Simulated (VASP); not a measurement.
A run of VASP 6.6.1 is set up as follows.

Contents of INCAR:

```
SYSTEM = CuO
PREC = Accurate
ENCUT = 820
EDIFF = 1E-6
ISMEAR = 0
SIGMA = 0.05
LREAL = .False.
LASPH = .True.
NELM = 200
ALGO = Normal
ISIF = 2
LWAVE = .False.
LCHARG = .False.
ISPIN = 2
MAGMOM = 0.44 0.44 0.67 0.67
LORBIT = 11
LMAXMIX = 4
LDAU = .True.
LDAUTYPE = 1
LDAUL = 2 -1
LDAUU = 7 0
LDAUJ = 0.7 0
LDAUPRINT = 1
GGA = PE
NBANDS = 37
GGA_COMPAT = .False.
```

Contents of KPOINTS:

```
Automatic mesh
0
Gamma
  8 8 8
  0 0 0
```

File POSCAR:

```
CuO
1.0
    2.8363251100      0.0000000000      0.0000000000
   -1.4181625500      2.4563296000      2.7681127800
    0.0000000000      0.0000000000      5.5362255600
Cu O
2 2
Direct
    0.0000000000      0.0000000000      0.0000000000
    0.0000000000      0.0000000000      0.5000000000
    0.6666666667      0.3333333333      0.0833333333
    0.6666666667      0.3333333333      0.5833333333
```

Potentials or basis: VASP PAW PBE potentials, release 64 (Cu_sv_GW, O).

Run with:

```sh
$ cat potpaw_PBE.64/Cu_sv_GW/POTCAR potpaw_PBE.64/O/POTCAR > POTCAR
$ mpirun -np 1 vasp_std > vasp.out
```

Task: What does it give for the band gap on the k mesh?

Result: Zero (filled and empty bands overlap).

Task: What does it give for the net moment?

Result: 2.00 μB per cell.

Stress tensor (GPa, compression positive):
```
 2.77  0.00  0.00
 0.00  2.84  0.00
 0.00  0.00 -7.48
```

Caveat: the stress differs along the axes, from -7 to 3 GPa. The state reached can hang on the start; a lower one may exist.
